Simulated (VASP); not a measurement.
Runs of VASP 6.6.1 on WS2. The structure is that of space group P6_3/mmc (No. 194), or close to it. The cells are those of the table. 

```csv
cell,gap on the mesh (eV),pressure (GPa),largest force (eV/Å)
"a = 3.407, b = 3.407, c = 11.169 Å, angles 90.0, 90.0, 120.0°, 6 atoms",(c),-8.1,0.65
"a = 3.280, b = 3.280, c = 12.140 Å, angles 90.0, 90.0, 120.0°, 6 atoms",(a),-10.8,0.78
"a = 2.902, b = 2.902, c = 11.654 Å, angles 90.0, 90.0, 120.0°, 6 atoms",0.81,54.2,4.18
"a = 3.154, b = 3.154, c = 11.169 Å, angles 90.0, 90.0, 120.0°, 6 atoms",-,18.2,2.72
"a = 3.407, b = 3.407, c = 11.654 Å, angles 90.0, 90.0, 120.0°, 6 atoms",(b),-13.5,0.40
"a = 2.902, b = 2.902, c = 11.169 Å, angles 90.0, 90.0, 120.0°, 6 atoms",0.44,(d),6.19
"a = 3.154, b = 3.154, c = 13.111 Å, angles 90.0, 90.0, 120.0°, 6 atoms",1.08,-11.6,2.04
"a = 3.407, b = 3.407, c = 13.111 Å, angles 90.0, 90.0, 120.0°, 6 atoms",1.04,-23.4,2.86
```

Alike in all rows: task single point; level PBE+D3(BJ); potentials or basis VASP PAW PBE potentials, release 64 (W_sv, S); no spin polarisation; k mesh 12 × 12 × 4; cutoff (eV) 520; smearing gaussian 0.05 eV.

Fill in the values left out.

(a) 0.79; (b) 0.09; (c) none; (d) 72.4.

Caveats: spin-orbit coupling is left out, which moves the levels of the heavy elements; forces of over 1 eV/Å act on the atoms, so gaps and moduli don't describe the material at rest (some runs); pairwise dispersion overbinds metals, which lowers pressure and volume (some runs).

A k mesh can miss the band edges, and the runs leave out spin-orbit coupling on W.
